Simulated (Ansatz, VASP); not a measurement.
# One calculation of Sn, two programs

```
Sn
1.0
    -2.01557    2.01557    1.64961
     2.01557   -2.01557    1.64961
     2.01557    2.01557   -1.64961
Sn
1
Cartesian
  0.0000 0.0000 0.0000
```

Change from the starting cell: volume scaled by 0.98.

Alike in both runs: task single point; functional PBE; k mesh 10 × 10 × 10; occupations fermi-dirac, width 0.05 eV; no spin polarisation.

|  | VASP | Ansatz |
| --- | --- | --- |
| version | VASP 6.6.1 | Ansatz 0.2.0 |
| potentials or method | VASP PAW PBE potentials, release 64 (Sn_d), cutoff 520 eV | all-electron LAPW, scalar-relativistic |

```csv
,VASP,Ansatz,Ansatz less VASP
gap on the k mesh at the Fermi level (eV),none,none,-
pressure (GPa),1.9,1.9,-0.01
"traceless stress, the component that is largest in VASP (GPa)",1.09,1.09,-0.002
```

A gap of «none» marks a metal or a gap that the smearing closes. Ansatz ran all-electron here, and VASP with PAW potentials.
